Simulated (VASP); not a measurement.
# Ag2As (P6/mmm) in VASP: further runs

The runs below take Ag2As through single point, relaxation of cell and atoms, with PBE.

Everything below comes from runs of VASP 6.6.1. Logs are shortened: lines on timing, memory, paths and dates and some standing lists are left out, and cuts for length are marked.

## 1. The cell of the first run

Symmetry: P6/mmm, No. 191, hexagonal system. Conventional cell: a = 4.805 Å, b = 4.805 Å, c = 2.850 Å, α = 90.00°, β = 90.00°, γ = 120.00°. Within 3.7 Å of Ag (site symmetry -6m2) lie 5 Ag at 2.77 to 2.85 Å and 6 As at 3.12 Å. As (site symmetry 6/mmm) has 2 As at 2.85 Å and 12 Ag at 3.12 Å within 3.8 Å.

The cell was generated, and may not be a known phase.

## 2. Single point, PBE

INCAR

```
SYSTEM = Ag2As
PREC = Accurate
ENCUT = 520
EDIFF = 1E-6
ISMEAR = 0
SIGMA = 0.1
LREAL = .False.
LASPH = .True.
NELM = 100
ALGO = Normal
ISIF = 2
LWAVE = .False.
LCHARG = .False.
GGA = PE
NBANDS = 20
```

KPOINTS

```
regular mesh
0
Gamma
  12 12 16
  0 0 0
```

POSCAR

```
Ag2As
1.0
    4.8053055582      0.0000000000      0.0000000000
   -2.4026527791      4.1615166863      0.0000000000
    0.0000000000      0.0000000000      2.8496838176
Ag As
2 1
Direct
    0.3333333333      0.6666666667      0.5000000000
    0.6666666667      0.3333333333      0.5000000000
    0.0000000000      0.0000000000      0.0000000000
```

Potentials or basis: VASP PAW PBE potentials, release 64 (Ag, As).

On the command line:

```
> cat potpaw_PBE.64/Ag/POTCAR potpaw_PBE.64/As/POTCAR > POTCAR
> mpirun -np 1 vasp_std > vasp.out
```

OUTCAR:

```text
SYSTEM = Ag2As
   PREC = Accurate
   ENCUT = 520
   EDIFF = 1E-6
   ISMEAR = 0
   LREAL = .False.
   LASPH = .True.
   NELM = 100
   ISIF = 2
   GGA = PE

 ion  position               nearest neighbor table
   1  0.333  0.667  0.500-   2 2.77   2 2.77   2 2.77   3 3.12   3 3.12   3 3.12   3 3.12   3 3.12
                             3 3.12
   2  0.667  0.333  0.500-   1 2.77   1 2.77   1 2.77   3 3.12   3 3.12   3 3.12   3 3.12   3 3.12
                             3 3.12
   3  0.000  0.000  0.000-   1 3.12   2 3.12   1 3.12   2 3.12   1 3.12   1 3.12   2 3.12   2 3.12
                             2 3.12   2 3.12   1 3.12   1 3.12

  LATTYP: Found a hexagonal cell.
 ALAT       =     4.8053055582
 C/A-ratio  =     0.5930286395

  Lattice vectors:

 A1 = (   4.8053055582,   0.0000000000,   0.0000000000)
 A2 = (  -2.4026527791,   4.1615166863,   0.0000000000)
 A3 = (   0.0000000000,   0.0000000000,   2.8496838176)

Analysis of symmetry for initial positions (statically):
=====================================================================
 Subroutine PRICEL returns:
 Original cell was already a primitive cell.

 Routine SETGRP: Setting up the symmetry group for a
 hexagonal supercell.

 Subroutine GETGRP returns: Found 24 space group operations
 (whereof 24 operations were pure point group operations)
 out of a pool of 24 trial point group operations.

The static configuration has the point symmetry D_6h.

Analysis of symmetry for dynamics (positions and initial velocities):
=====================================================================
 Subroutine PRICEL returns:
 Original cell was already a primitive cell.

 Routine SETGRP: Setting up the symmetry group for a
 hexagonal supercell.

 Subroutine GETGRP returns: Found 24 space group operations
 (whereof 24 operations were pure point group operations)
 out of a pool of 24 trial point group operations.

The dynamic configuration has the point symmetry D_6h.

 Subroutine INISYM returns: Found 24 space group operations
 (whereof 24 operations are pure point group operations),
 and found     1 'primitive' translations

----------------------------------------------------------------------------------------

                                     Primitive cell

  volume of cell :      56.9862

  direct lattice vectors                    reciprocal lattice vectors
     4.805305558  0.000000000  0.000000000     0.208103312  0.120148503  0.000000000
    -2.402652779  4.161516686  0.000000000     0.000000000  0.240297006  0.000000000
     0.000000000  0.000000000  2.849683818     0.000000000  0.000000000  0.350916124

  length of vectors
     4.805305558  4.805305558  2.849683818     0.240297006  0.240297006  0.350916124

  position of ions in fractional coordinates (direct lattice)
     0.333333333  0.666666667  0.500000000
     0.666666667  0.333333333  0.500000000
     0.000000000  0.000000000  0.000000000

  ion indices of the primitive-cell ions
   primitive index   ion index
                 1           1
                 2           2
                 3           3

----------------------------------------------------------------------------------------

 KPOINTS: regular mesh

Automatic generation of k-mesh.
 Grid dimensions read from file:
 generate k-points for:   12   12   16

 Generating k-lattice:

  Cartesian coordinates                     Fractional coordinates (reciprocal lattice)
     0.017341943  0.010012375  0.000000000     0.083333333  0.000000000  0.000000000
     0.000000000  0.020024750  0.000000000     0.000000000  0.083333333  0.000000000
     0.000000000  0.000000000  0.021932258     0.000000000  0.000000000  0.062500000

  Length of vectors
     0.020024750  0.020024750  0.021932258

  Shift w.r.t. Gamma in fractional coordinates (k-lattice)
     0.000000000  0.000000000  0.000000000

 Subroutine IBZKPT returns following result:
 ===========================================

 Found    171 irreducible k-points:

 Following reciprocal coordinates:
            Coordinates               Weight
  0.000000  0.000000  0.000000      1.000000
  0.083333  0.000000  0.000000      6.000000
  0.166667 -0.000000  0.000000      6.000000
  0.250000  0.000000  0.000000      6.000000
  0.333333 -0.000000  0.000000      6.000000
  0.416667 -0.000000  0.000000      6.000000
[... 16 lines left out ...]
  0.250000  0.000000  0.062500     12.000000
  0.333333 -0.000000  0.062500     12.000000
 [... further k-points ...]
   k-points           NKPTS =    171   k-points in BZ     NKDIM =    171   number of bands    NBANDS=     20
   number of dos      NEDOS =    301   number of ions     NIONS =      3
   total plane-waves  NPLWV =  31104
   dimension x,y,z NGX =    36 NGY =   36 NGZ =   24
   dimension x,y,z NGXF=    72 NGYF=   72 NGZF=   48
   ions per type =               2   1
   NGX,Y,Z   is equivalent  to a cutoff of  12.45, 12.45, 14.00 a.u.
   NGXF,Y,Z  is equivalent  to a cutoff of  24.91, 24.91, 28.00 a.u.
 SYSTEM =  Ag2As
   PREC   = accura    normal or accurate (medium, high low for compatibility)
   ISTART =      0    job   : 0-new  1-cont  2-samecut
   ICHARG =      2    charge: 1-file 2-atom 10-const
   ISPIN  =      1    spin polarized calculation?
   LNONCOLLINEAR =      F non collinear calculations
   LSORBIT =      F    spin-orbit coupling
   LASPH  =      T    aspherical Exc in radial PAW
   ENCUT  =  520.0 eV  38.22 Ry    6.18 a.u.   8.93  8.93  5.30*2*pi/ulx,y,z
   NELM   =    100;   NELMIN=  2; NELMDL= -5     # of ELM steps
   EDIFF  = 0.1E-05   stopping-criterion for ELM
   LREAL  =      F    real-space projection
   EDIFFG = 0.1E-04   stopping-criterion for IOM
   NSW    =      0    number of steps for IOM
   IBRION =     -1    ionic relax: 0-MD 1-quasi-New 2-CG
   NFREE  =      0    steps in history (QN), initial steepest desc. (CG)
   ISIF   =      2    stress and relaxation
   ISYM   =      2    0-nonsym 1-usesym 2-fastsym
   POTIM  = 0.5000    time-step for ionic-motion
   TEBEG  =    0.0;   TEEND  =   0.0 temperature during run
   PSTRESS=    0.0 pullay stress
   NELECT =      27.0000    total number of electrons
   NUPDOWN=      -1.0000    fix difference up-down
   EMIN   =  10.00;   EMAX   =-10.00  energy-range for DOS
   EFERMI =   0.00;   METHOD = LEGACY
   ISMEAR =     0;   SIGMA  =   0.10  broadening in eV -4-tet -1-fermi 0-gaus
   EFERMI_NEDOS =   21; number of points for ismear=-14 and -15
   IALGO  =     38    algorithm
   IMIX   =      4    mixing-type and parameters
     AMIX     =   0.40;   BMIX     =  1.00
     AMIX_MAG =   1.60;   BMIX_MAG =  1.00
  volume/ion in A,a.u.               =      19.00       128.19
  Fermi-wavevector in a.u.,A,eV,Ry     =   1.276261  2.411784 22.161758  1.628843
  Thomas-Fermi vector in A             =   2.408927
   LORBIT       =      0    0 simple, 1 ext, 2 COOP (PROOUT), +10 PAW based schemes
   GGA     = PE    functional components
   LHFCALC =     F    Hartree Fock is set to
   AEXX    =    0.0000 exact exchange contribution
   IVDW    =     0    specifies the selected vdW correction
   LEPSILON=     F    determine dielectric tensor
   LRPA    =     F    only Hartree local field effects (RPA)
 non-spin polarized calculation
 Gauss-broadening in eV      SIGMA  =   0.10
  energy-cutoff  :      520.00
  volume of cell :       56.99
 maximum number of plane-waves:      1554
 NGX is ok and might be reduce to    36
   NGX = 17   NGY = 17   NGZ = 11

 number of electron      27.0000003 magnetization

 Free energy of the ion-electron system (eV)
  ---------------------------------------------------
  ext. energy  EPLUGINS =         0.00000000
  ---------------------------------------------------
  free energy    TOTEN  =        -9.38911975 eV

  energy without entropy =       -9.38288047  energy(sigma->0) =       -9.38600011

 E-fermi :   6.8887     XC(G=0): -11.3064

 val. band max:        6.8850328137   @ k =   0.1667   0.1667   0.3750
 cond. band min:       6.9063680469   @ k =   0.0833   0.0000   0.2500
 fundamental gap:      0.0213352332
 Fermi energy:         6.8886739610

 k-point     1 :       0.0000    0.0000    0.0000
  band No.  band energies     occupation
      1      -5.3972      2.00000
      2       1.1959      2.00000
      3       1.4780      2.00000
      4       1.4780      2.00000
      5       1.8173      2.00000
      6       2.2208      2.00000
[... 12 lines left out ...]
     19      17.4004      0.00000
     20      21.6534      0.00000

 k-point     2 :       0.0833    0.0000    0.0000
  band No.  band energies     occupation
      1      -5.3719      2.00000
      2       1.1925      2.00000
      3       1.3504      2.00000
      4       1.4869      2.00000
      5       1.8064      2.00000
      6       2.2447      2.00000
[... 12 lines left out ...]
     19      17.3862      0.00000
     20      21.0181      0.00000

 k-point     3 :       0.1667   -0.0000    0.0000
  band No.  band energies     occupation
      1      -5.3015      2.00000
      2       1.0262      2.00000
      3       1.2628      2.00000
      4       1.5069      2.00000
      5       1.7760      2.00000
      6       2.2413      2.00000
[... 12 lines left out ...]
     19      17.3369      0.00000
     20      19.6584      0.00000

 k-point     4 :       0.2500    0.0000    0.0000
  band No.  band energies     occupation
      1      -5.2023      2.00000
      2       0.7739      2.00000
      3       1.2994      2.00000
      4       1.5246      2.00000
      5       1.7301      2.00000
      6       2.1501      2.00000
[... 429 lines left out ...]
 k-point    23 :       0.2500    0.0000    0.0625
  band No.  band energies     occupation
      1      -5.1380      2.00000
      2       0.8315      2.00000
      3       1.3501      2.00000
      4       1.5445      2.00000
      5       1.8072      2.00000
      6       2.1456      2.00000
[... 12 lines left out ...]
     19      17.7227      0.00000
     20      18.4398      0.00000

 k-point    24 :       0.3333   -0.0000    0.0625
  band No.  band energies     occupation
      1      -5.0363      2.00000
      2       0.6705      2.00000
      3       1.4071      2.00000
      4       1.5501      2.00000
      5       1.7510      2.00000
      6       1.9637      2.00000
[... 12 lines left out ...]
     19      17.0271      0.00000
     20      17.3594      0.00000

 [... further k-points ...]

------------------------ aborting loop because EDIFF is reached ----------------------------------------

  FORCE on cell =-STRESS in cart. coord.  units (eV):
  Direction    XX          YY          ZZ          XY          YZ          ZX
  --------------------------------------------------------------------------------------
  -------------------------------------------------------------------------------------
  Total       -0.0241361     -0.0241361     -0.0136093      0.0000000     -0.0000000      0.0000000
  in kB       -0.6785923     -0.6785923     -0.3826271      0.0000000     -0.0000000      0.0000000
  external PRESSURE =      -0.5799373 kB  Pullay stress =       0.0000000 kB

 VOLUME and BASIS-vectors are now :
 -----------------------------------------------------------------------------
  energy-cutoff  :      520.00
  volume of cell :       56.99
      direct lattice vectors                 reciprocal lattice vectors
     4.805305558  0.000000000  0.000000000     0.208103312  0.120148503  0.000000000
    -2.402652779  4.161516686  0.000000000     0.000000000  0.240297006  0.000000000
     0.000000000  0.000000000  2.849683818     0.000000000  0.000000000  0.350916124

 POSITION                                       TOTAL-FORCE (eV/Angst)
 -----------------------------------------------------------------------------------
     -0.00000      2.77434      1.42484        -0.000000     -0.000000      0.000000
      2.40265      1.38717      1.42484         0.000000      0.000000     -0.000000
      0.00000      0.00000      0.00000        -0.000000      0.000000     -0.000000
 -----------------------------------------------------------------------------------
    total drift:                                0.000000      0.000000     -0.000000

  FREE ENERGIE OF THE ION-ELECTRON SYSTEM (eV)
  ---------------------------------------------------
  free  energy   TOTEN  =        -9.3891197501 eV

  energy  without entropy=       -9.3828804653  energy(sigma->0) =       -9.38600011
```

Run time: 1.8 min. Hardware: 1 thread of Intel Xeon Platinum 8488C (Sapphire Rapids), shared host; peak memory 0.32 GiB.

What came out:

```
Free energy            : -9.3891 eV
Pressure               : -0.1 GPa
Band gap on the k mesh : zero (an odd number of electrons rules out a gap without spin polarisation)
```

## 3. Relaxation of cell and atoms, PBE

This run uses another cell than the first one, of 18.90 Å³/atom.

INCAR

```
  PREC = Accurate
  ENCUT = 600
  EDIFF = 1E-6
  ISMEAR = 0
  SIGMA = 0.1
  LREAL = False
  LASPH = True
  NELM = 100
  ALGO = Normal
  ISIF = 3
  LWAVE = False
  LCHARG = False
  GGA = PE
  IBRION = 2
  NSW = 100
  EDIFFG = -0.01
```

KPOINTS

```
Automatic mesh
0
Gamma
  12 12 16
```

POSCAR

```
Ag2As
1.0
    4.8379438377      0.0000000000      0.0000000000
   -2.4189719189      4.1897822656      0.0000000000
    0.0000000000      0.0000000000      2.7967268757
Ag As
2 1
Direct
    0.3333333333      0.6666666667      0.5000000000
    0.6666666667      0.3333333333      0.5000000000
    0.0000000000      0.0000000000      0.0000000000
```

Potentials or basis: VASP PAW PBE potentials, release 64 (Ag, As).

On the command line:

```
> cat potpaw_PBE.64/Ag/POTCAR potpaw_PBE.64/As/POTCAR > POTCAR
> mpirun -np 1 vasp_std > vasp.out
```

It took 7 min on 1 thread of Intel Xeon Platinum 8488C (Sapphire Rapids), shared host; peak memory 0.36 GiB.

Results (log left out):

```
Free energy                           : -9.3886 eV
Relaxed volume                        : 18.97 Å³/atom
Relaxed cell                          : a = 4.804 Å, b = 4.804 Å, c = 2.848 Å, α = 90.00°, β = 90.00°, γ = 120.00°
Space group after relaxing (to 0.1 Å) : P6/mmm (No. 191)
Energy gained by relaxing             : 3.5 meV/atom
Ionic steps                           : 5
Pressure after relaxing               : 0.0 GPa
Band gap on the k mesh                : zero (an odd number of electrons rules out a gap without spin polarisation)
```

Step by step:
| step | energy change (eV) | largest force (eV/Å) | pressure (GPa) | volume (Å³) |
| --- | --- | --- | --- | --- |
| 1 | 0.0000 | 0.0000 | 0.55 | 56.69 |
| 2 | -0.0095 | 0.0000 | -0.43 | 57.22 |
| 3 | -0.0097 | 0.0000 | -0.52 | 57.28 |
| 4 | -0.0103 | 0.0000 | 0.20 | 56.81 |
| 5 | -0.0104 | 0.0000 | 0.02 | 56.92 |

Final structure:
```cif
data_structure
_symmetry_space_group_name_H-M 'P 1'
_symmetry_Int_Tables_number 1
_cell_length_a 4.8041
_cell_length_b 4.8041
_cell_length_c 2.8480
_cell_angle_alpha 90.000
_cell_angle_beta 90.000
_cell_angle_gamma 120.000
_cell_volume 56.92
loop_
_atom_site_label
_atom_site_type_symbol
_atom_site_fract_x
_atom_site_fract_y
_atom_site_fract_z
_atom_site_occupancy
Ag1 Ag 0.33333 0.66667 0.50000 1
Ag2 Ag 0.66667 0.33333 0.50000 1
As1 As 0.00000 0.00000 0.00000 1
```

Levels at points of the mesh, in eV from the Fermi level:
```csv
k point,band 12,band 13,band 14,band 15,band 16,band 17
"(0.00, 0.00, 0.00)",-2.84,-0.43,-0.43,2.22,2.22,4.43
"(0.50, 0.00, 0.00)",-3.26,-3.18,-0.40,4.33,5.07,7.22
"(0.00, 0.00, 0.50)",-2.62,0.92,0.92,1.77,3.34,6.45
"(0.50, 0.00, 0.50)",-2.40,-1.41,1.12,1.45,3.30,3.39
```

## 4. Single point, PBE

This run uses another cell than the first one, of 18.90 Å³/atom.

INCAR

```
PREC = Accurate
ENCUT = 520
EDIFF = 1E-6
ISMEAR = 0
SIGMA = 0.1
LREAL = F
LASPH = T
NELM = 100
ALGO = Normal
ISIF = 2
LWAVE = F
LCHARG = F
GGA = PE
NBANDS = 20
```

KPOINTS

```
Automatic mesh
0
Gamma
  6 6 6
```

Changes to POSCAR since step 3:

```diff
@@ -3,3 +3,3 @@
     4.8379438377      0.0000000000      0.0000000000
-   -2.4189719189      4.1897822656      0.0000000000
+   -2.4189719188      4.1897822656      0.0000000000
     0.0000000000      0.0000000000      2.7967268757
```

On the command line:

```
> cat potpaw_PBE.64/Ag/POTCAR potpaw_PBE.64/As/POTCAR > POTCAR
> mpirun -np 1 vasp_std > vasp.out
```

Run time: 22 s. Hardware: 1 thread of Intel Xeon Platinum 8488C (Sapphire Rapids), shared host; peak memory 0.19 GiB.

Results (log left out):

```
Free energy            : -9.4838 eV
Pressure               : -0.1 GPa
Band gap on the k mesh : zero (an odd number of electrons rules out a gap without spin polarisation)
```

Stress tensor (GPa, compression positive):
```
-0.03  0.00  0.00
 0.00 -0.03  0.00
 0.00  0.00 -0.20
```

Levels at points of the mesh, in eV from the Fermi level:
```csv
k point,band 11,band 12,band 13,band 14,band 15,band 16
"(0.00, 0.00, 0.00)",-3.16,-2.85,-0.41,-0.41,2.21,2.21
"(0.50, 0.00, 0.00)",-3.21,-3.16,-3.09,-0.40,4.24,5.55
"(0.00, 0.00, 0.50)",-2.56,-2.41,1.05,1.05,1.91,3.59
"(0.50, 0.00, 0.50)",-2.86,-2.26,-1.23,1.26,1.80,3.46
```

Caveat: the k points lie up to 0.37 Å⁻¹ apart, too coarse for converged energies and pressures of a metal.

(Continued in part 2 of 2.)

The gap in the log of VASP goes by the Fermi energy; the results here count the filled bands.